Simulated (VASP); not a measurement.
Write the native input for VASP 6.6.1 that does the following.

| Item | Value |
| --- | --- |
| Task | single point |
| Functional | PBE |
| Potentials or basis | VASP PAW PBE potentials, release 64 (Ge_d, Sb, O) |
| Cutoff | 520 eV |
| k mesh | 6 × 6 × 4 |
| Occupations | gaussian, width 0.1 eV |
| Spin | no spin polarisation |
| Dipole correction | no |
| Further INCAR settings | ALGO = Normal; EDIFF = 1e-07; NBANDS = 34 |

The structure of Ge2SbO3 lies in POSCAR:

```
Ge2SbO3
1.0
    5.7024993114      0.0000000000      0.0000000000
   -2.8512496557      4.9385092687      0.0000000000
    0.0000000000      0.0000000000      2.9660067913
Ge Sb O
2 1 3
Direct
    0.3333333333      0.6666666667      0.0000000000
    0.6666666667      0.3333333333      0.0000000000
    0.0000000000      0.0000000000      0.0000000000
    0.5000000000      0.0000000000      0.5000000000
    0.0000000000      0.5000000000      0.5000000000
    0.5000000000      0.5000000000      0.5000000000
```

The cell was generated, and may not be a known phase.

One way to write it, as run:

INCAR

```
SYSTEM = Ge2SbO3
PREC = Accurate
ENCUT = 520
EDIFF = 1E-7
ISMEAR = 0
SIGMA = 0.1
LREAL = .False.
LASPH = .True.
NELM = 80
ALGO = Normal
ISIF = 2
LWAVE = .False.
LCHARG = .False.
GGA = PE
NBANDS = 34
```

KPOINTS

```
Automatic mesh
0
Gamma
  6 6 4
  0 0 0
```

Potentials or basis: VASP PAW PBE potentials, release 64 (Ge_d, Sb, O).

Command:

```bash
$ cat potpaw_PBE.64/Ge_d/POTCAR potpaw_PBE.64/Sb/POTCAR potpaw_PBE.64/O/POTCAR > POTCAR
$ mpirun -np 1 vasp_std > vasp.out
```

Results of the run:

* Pressure: 0.0 GPa
* Band gap on the k mesh: zero (an odd number of electrons rules out a gap without spin polarisation)

Caveat: the k points lie up to 0.53 Å⁻¹ apart, too coarse for converged energies and pressures of a metal; spin-orbit coupling is left out, which moves the levels of the heavy elements; an odd number of electrons without spin polarisation forces a metal; a magnetic or distorted state may lie lower.

Wall time 48 s on 1 thread of Oxide Virtual Turin-like Processor, with other jobs on the host, peak memory 0.19 GiB.
